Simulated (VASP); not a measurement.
## MgBe2SO2: relaxation of cell and atoms with PBE

MgBe2SO2:

```
Mg Be S O
1.0
     3.83795    0.00000    0.00000
     0.00000    3.83795    0.00000
     0.00000    0.00000    5.16039
Mg Be S O
1 2 1 2
Direct
  0.00000 0.00000 0.50000
  0.50000 0.50000 0.25370
  0.50000 0.50000 0.74630
  0.00000 0.00000 0.00000
  0.00000 0.50000 0.00000
  0.50000 0.00000 0.00000
```

The cell was generated, and may not be a known phase.

```yaml
Program: VASP 6.6.1
Task: relaxation of cell and atoms
Functional: PBE
Potentials_or_basis: VASP PAW PBE potentials, release 64 (Mg, Be, S, O)
Cutoff: 600 eV
k_mesh: 10 × 10 × 8
Occupations: gaussian, width 0.1 eV
Spin: no spin polarisation
Dipole_correction: no
Further_INCAR_settings: ALGO = Normal; EDIFF = 1e-07; IBRION = 2; EDIFFG = -0.01; NSW = 100; ISIF = 3
```

```json
{
  "Relaxed volume": "12.53 Å³/atom",
  "Relaxed cell": "a = 3.966 Å, b = 3.966 Å, c = 4.781 Å, α = 90.00°, β = 90.00°, γ = 90.00°",
  "Space group after relaxing (to 0.1 Å)": "P4/mmm (No. 123)",
  "Energy gained by relaxing": "43.0 meV/atom",
  "Ionic steps": "11",
  "Pressure after relaxing": "-0.1 GPa",
  "Band gap on the k mesh": "zero (bands 12 and 13 overlap by 2.75 eV)"
}
```

Step by step:
| step | energy change (eV) | largest force (eV/Å) | pressure (GPa) | volume (Å³) |
| --- | --- | --- | --- | --- |
| 1 | 0.0000 | 0.5078 | -0.96 | 76.01 |
| 2 | -0.1658 | 0.3494 | -0.26 | 75.13 |
| 3 | -0.2521 | 0.0475 | 1.03 | 74.07 |
| 4 | -0.2528 | 0.0098 | 1.27 | 73.93 |
| 5 | -0.2529 | 0.0089 | 1.19 | 73.98 |
| 6 | -0.2569 | 0.0536 | -0.26 | 75.17 |
| 7 | -0.2570 | 0.0450 | -0.04 | 75.00 |
| 8 | -0.2574 | 0.0408 | -0.02 | 75.02 |
| 9 | -0.2580 | 0.0325 | 0.04 | 75.06 |
| 10 | -0.2580 | 0.0293 | 0.07 | 75.07 |
| 11 | -0.2582 | 0.0007 | -0.05 | 75.21 |

Final structure:
```
Mg Be S O
1.0
     3.96639    0.00000    0.00000
     0.00000    3.96639    0.00000
     0.00000    0.00000    4.78050
Mg Be S O
1 2 1 2
Direct
  0.00000 0.00000 0.50000
  0.50000 0.50000 0.26114
  0.50000 0.50000 0.73886
  0.00000 0.00000 0.00000
  0.00000 0.50000 0.00000
  0.50000 0.00000 0.00000
```

Levels at points of the mesh, in eV from the Fermi level:
```tsv
k point	band 10	band 11	band 12	band 13	band 14	band 15
(0.00, 0.00, 0.00)	-4.08	-1.65	-0.14	2.32	2.32	3.59
(0.50, 0.00, 0.00)	-3.37	-2.45	-2.14	-0.42	2.37	3.08
(0.50, 0.50, 0.00)	-2.47	-2.11	-2.11	-1.89	0.11	0.11
(0.00, 0.00, 0.50)	-3.07	-1.93	-1.23	0.81	0.81	3.81
(0.50, 0.00, 0.50)	-2.72	-2.49	-0.46	0.46	1.64	2.07
(0.50, 0.50, 0.50)	-3.18	-1.63	-1.38	-1.38	0.74	0.74
```

It took 11 min on 1 thread of AMD EPYC 7R13 Processor (Zen 3) (shared host), peak memory 0.31 GiB.
